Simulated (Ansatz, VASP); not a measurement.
CdS in VASP and in Ansatz

File INCAR:

```
ALGO = Normal
EDIFF = 1E-6
ENCUT = 520
GGA = PS
ISIF = 2
ISMEAR = -1
LASPH = True
LCHARG = False
LREAL = False
LWAVE = False
NBANDS = 16
NELM = 60
PREC = Accurate
SIGMA = 0.03
```

KPOINTS

```
k-points
0
Gamma
  7 7 7
```

File POSCAR:

```
CdS
1.0
    0.0000000000      2.9165000000      2.9165000000
    2.9165000000      0.0000000000      2.9165000000
    2.9165000000      2.9165000000      0.0000000000
Cd S
1 1
Direct
    0.0000000000      0.0000000000      0.0000000000
    0.2500000000      0.2500000000      0.2500000000
```

Input for Ansatz:

```yaml
crystal:
  lattice:
    - [0.0, 2.9165, 2.9165]
    - [2.9165, 0.0, 2.9165]
    - [2.9165, 2.9165, 0.0]
  atoms:
    - { symbol: Cd, position: [0.0, 0.0, 0.0] }
    - { symbol: S, position: [0.25, 0.25, 0.25] }
kpoints:
  mp_grid: { grid: [7, 7, 7] }
scf:
  occupations: { method: fermi_dirac, width: 0.03 }
hamiltonian:
  xc: pbesol
  pseudopotentials: { kind: all_electron, lapw: { basis_error: 0.001 } }
output:
  forces: true
  stress: true
  eigenvalues: true
  populations: true
```

Alike in both runs: task single point; functional PBEsol; k mesh 7 × 7 × 7; occupations fermi-dirac, width 0.03 eV; no spin polarisation.

|  | VASP | Ansatz |
| --- | --- | --- |
| version | VASP 6.6.1 | Ansatz 0.2.0 |
| potentials or method | VASP PAW PBE potentials, release 64 (Cd, S), cutoff 520 eV | all-electron LAPW, scalar-relativistic |

|  | VASP | Ansatz | Ansatz less VASP |
| --- | --- | --- | --- |
| pressure (GPa) | 0.1 | -0.2 | -0.36 |

VASP's potentials were made for PBE, not for PBEsol. Ansatz ran all-electron here, and VASP with PAW potentials.
